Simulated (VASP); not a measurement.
# BaTiO3 in VASP: further runs

The runs below take BaTiO3 through electric field gradients, with PBE.

Everything below comes from runs of VASP 6.6.1. Logs are shortened: lines on timing, memory, paths and dates and some standing lists are left out, and cuts for length are marked.

### 1 The cell of the first run

Symmetry: Amm2, No. 38, orthorhombic system. The conventional cell has a = 3.903 Å, b = 5.558 Å, c = 5.575 Å, α = 90.00°, β = 90.00°, γ = 90.00°. Within 3.6 Å of Ba (site symmetry mm2) lie 12 O at 2.74 to 2.83 Å and 8 Ti at 3.37 to 3.44 Å. Ti (site symmetry mm2) has 6 O at 1.91 to 2.02 Å within 2.5 Å. O (site symmetry mm2) has 2 Ti at 1.95 Å within 2.6 Å. Within 2.5 Å of O (site symmetry m) lie 2 Ti at 1.91 to 2.02 Å.

### 2 Electric field gradients, PBE (volume scaled by 0.94)

INCAR

```
SYSTEM = BaTiO3
PREC = Accurate
ENCUT = 520
EDIFF = 1E-8
ISMEAR = -1
SIGMA = 0.05
LREAL = .FALSE.
LASPH = .TRUE.
NELM = 100
ALGO = Normal
ISIF = 2
LWAVE = .FALSE.
LCHARG = .FALSE.
GGA = PE
LEFG = .TRUE.
NBANDS = 28
```

KPOINTS

```
regular mesh
0
G
  8 8 8
  0 0 0
```

POSCAR

```
BaTiO3
1.0
    3.9027690157      0.0000000000      0.0000000000
    0.0000000000      2.7791347697      2.7877061482
    0.0000000000     -2.7791347697      2.7877061482
Ba Ti O
1 1 3
Direct
    0.0000000000      0.0000000000      0.0000000000
    0.5000000000      0.5079000000      0.5079000000
    0.0000000000      0.4921000000      0.4921000000
    0.5000000000      0.5025100000      0.9937100000
    0.5000000000      0.9937100000      0.5025100000
```

Potentials or basis: VASP PAW PBE potentials, release 64 (Ba_sv, Ti_sv, O).

Command:

```sh
cat potpaw_PBE.64/Ba_sv/POTCAR potpaw_PBE.64/Ti_sv/POTCAR potpaw_PBE.64/O/POTCAR > POTCAR
mpirun -np 1 vasp_std > vasp.out
```

OUTCAR:

```text
SYSTEM = BaTiO3
   PREC = Accurate
   ENCUT = 520
   EDIFF = 1E-8
   ISMEAR = -1
   LREAL = .FALSE.
   LASPH = .TRUE.
   NELM = 100
   ISIF = 2
   GGA = PE

 ion  position               nearest neighbor table
   1  0.000  0.000  0.000-   3 2.74   4 2.76   5 2.76   4 2.76   5 2.76   4 2.78   5 2.78   5 2.78
                             4 2.78   3 2.78   3 2.78   3 2.83   2 3.37   2 3.37   2 3.40   2 3.40
   2  0.500  0.508  0.508-   4 1.91   5 1.91   3 1.95   3 1.95   5 2.02   4 2.02   1 3.37   1 3.37
                             1 3.40   1 3.40   1 3.40   1 3.40   1 3.44   1 3.44
   3  0.000  0.492  0.492-   2 1.95   2 1.95   1 2.74   1 2.78   1 2.78   1 2.83
   4  0.500  0.503  0.994-   2 1.91   2 2.02   1 2.76   1 2.76   1 2.78   1 2.78
   5  0.500  0.994  0.503-   2 1.91   2 2.02   1 2.76   1 2.76   1 2.78   1 2.78

  LATTYP: Found a base centered orthorhombic cell.
 ALAT       =     5.5582695394
 B/A-ratio  =     1.0030841896
 C/A-ratio  =     0.7021554079

  Lattice vectors:

 A1 = (   0.0000000000,   2.7791347697,  -2.7877061482)
 A2 = (   0.0000000000,   2.7791347697,   2.7877061482)
 A3 = (   3.9027690157,   0.0000000000,   0.0000000000)

Analysis of symmetry for initial positions (statically):
=====================================================================
 Subroutine PRICEL returns:
 Original cell was already a primitive cell.

 Routine SETGRP: Setting up the symmetry group for a
 base centered orthorhombic supercell.

 Subroutine GETGRP returns: Found  4 space group operations
 (whereof  4 operations were pure point group operations)
 out of a pool of  8 trial point group operations.

The static configuration has the point symmetry C_2v.

Analysis of symmetry for dynamics (positions and initial velocities):
=====================================================================
 Subroutine PRICEL returns:
 Original cell was already a primitive cell.

 Routine SETGRP: Setting up the symmetry group for a
 base centered orthorhombic supercell.

 Subroutine GETGRP returns: Found  4 space group operations
 (whereof  4 operations were pure point group operations)
 out of a pool of  8 trial point group operations.

The dynamic configuration has the point symmetry C_2v.

 Subroutine INISYM returns: Found  4 space group operations
 (whereof  4 operations are pure point group operations),
[... 154 lines left out ...]
 fundamental gap:      1.9141257939
 Fermi energy:         5.2916593909

 k-point     1 :       0.0000    0.0000    0.0000
  band No.  band energies     occupation
      1     -52.0475      2.00000
      2     -28.3029      2.00000
      3     -28.3000      2.00000
      4     -28.2968      2.00000
      5     -20.3995      2.00000
      6     -12.7216      2.00000
[... 733 lines left out ...]
     27      12.6990      0.00000
     28      14.3433      0.00000

 [... further k-points ...]

------------------------ aborting loop because EDIFF is reached ----------------------------------------

  FORCE on cell =-STRESS in cart. coord.  units (eV):
  Direction    XX          YY          ZZ          XY          YZ          ZX
  --------------------------------------------------------------------------------------
  -------------------------------------------------------------------------------------
  Total        6.4856023      6.1200694      5.8070830      0.0000000      0.0000000      0.0000000
  in kB      171.8309739    162.1464638    153.8541348      0.0000000      0.0000000      0.0000000
  external PRESSURE =     162.6105242 kB  Pullay stress =       0.0000000 kB

 VOLUME and BASIS-vectors are now :
 -----------------------------------------------------------------------------
  energy-cutoff  :      520.00
  volume of cell :       60.47
      direct lattice vectors                 reciprocal lattice vectors
     3.902769016  0.000000000  0.000000000     0.256228333  0.000000000  0.000000000
     0.000000000  2.779134770  2.787706148     0.000000000  0.179912110  0.179358933
     0.000000000 -2.779134770  2.787706148     0.000000000 -0.179912110  0.179358933

 POSITION                                       TOTAL-FORCE (eV/Angst)
 -----------------------------------------------------------------------------------
      0.00000      0.00000      0.00000         0.000000     -0.000000      0.091964
      1.95138      0.00000      2.83175         0.000000     -0.000000     -0.048476
      0.00000      0.00000      2.74366         0.000000     -0.000000      0.071479
      1.95138     -1.36511      4.17102         0.000000     -0.165617     -0.057483
      1.95138      1.36511      4.17102         0.000000      0.165617     -0.057483
 -----------------------------------------------------------------------------------
    total drift:                                0.000000     -0.000000      0.000345

  FREE ENERGIE OF THE ION-ELECTRON SYSTEM (eV)
  ---------------------------------------------------
  free  energy   TOTEN  =       -39.7378795554 eV

  energy  without entropy=      -39.7378795551  energy(sigma->0) =      -39.73787956

 Electric field gradients (V/A^2)
---------------------------------------------------------------------
 ion       V_xx      V_yy      V_zz      V_xy      V_xz      V_yz
---------------------------------------------------------------------
   1       0.679    -1.531     0.852    -0.000     0.000    -0.000
   2      -6.467     3.463     3.004     0.000    -0.000     0.000
   3      18.742    -8.937    -9.804    -0.000    -0.000     0.000
   4     -10.434     4.700     5.734     0.000     0.000   -14.195
   5     -10.434     4.700     5.734    -0.000    -0.000    14.195
---------------------------------------------------------------------

 Electric field gradients after diagonalization (V/A^2)
 (convention: |V_zz| > |V_xx| > |V_yy|)
----------------------------------------------------------------------
 ion       V_xx      V_yy      V_zz     asymmetry (V_yy - V_xx)/ V_zz
----------------------------------------------------------------------
   1       0.852     0.679    -1.531       0.113
   2       3.463     3.004    -6.467       0.071
   3      -9.804    -8.937    18.742       0.046
   4     -10.434    -8.987    19.421       0.074
   5     -10.434    -8.987    19.421       0.074
----------------------------------------------------------------------

           NMR quadrupolar parameters

 Cq : quadrupolar parameter    Cq=e*Q*V_zz/h
 eta: asymmetry parameters     (V_yy - V_xx)/ V_zz
 Q  : nuclear electric quadrupole moment in mb (millibarn)
----------------------------------------------------------------------
 ion       Cq(MHz)       eta       Q (mb)
----------------------------------------------------------------------
   1      -0.004       0.113       1.000
   2      -0.016       0.071       1.000
   3       0.045       0.046       1.000
   4       0.047       0.074       1.000
   5       0.047       0.074       1.000
----------------------------------------------------------------------
```

stdout:

```text
POSCAR found type information on POSCAR BaTiO
 POSCAR found :  3 types and       5 ions
 scaLAPACK will be used
 LDA part: xc-table for (Slater+PW92), standard interpolation
 POSCAR, INCAR and KPOINTS ok, starting setup
 FFT: planning ... GRIDC
 FFT: planning ... GRID_SOFT
 FFT: planning ... GRID
 WAVECAR not read
 entering main loop
ion   1

ion   2

ion   3

ion   4

ion   5
```

Run time: 90 s. Hardware: 1 thread of Intel Xeon 6975P-C (Granite Rapids), shared host; peak memory 0.3 GiB.

Results:

```
Free energy            : -39.7379 eV
Pressure               : 16.3 GPa
Largest force          : 0.175 eV/Å
Band gap on the k mesh : 1.91 eV, indirect (least direct gap 2.03 eV)
```

Forces on the atoms (eV/Å):
```
Ba   0.000  0.000  0.092
Ti   0.000  0.000 -0.048
O    0.000  0.000  0.071
O    0.000 -0.166 -0.057
O    0.000  0.166 -0.057
```

Stress tensor (GPa, compression positive):
```
17.18  0.00  0.00
 0.00 16.21  0.00
 0.00  0.00 15.39
```

Electric field gradients, principal values (V/Å²):
| atom | least | middle | greatest (by size) |
| --- | --- | --- | --- |
| 1 Ba | 0.679 | 0.852 | -1.531 |
| 2 Ti | 3.004 | 3.463 | -6.467 |
| 3 O | -8.937 | -9.804 | 18.742 |
| 4 O | -8.987 | -10.434 | 19.421 |
| 5 O | -8.987 | -10.434 | 19.421 |

Caveat: without QUAD_EFG the Cq values of the log hold for a quadrupole moment of 1 mb, not for the nuclei; spin-orbit coupling is left out, which moves the levels of the heavy elements.

(Part 1 of 4 ends here.)
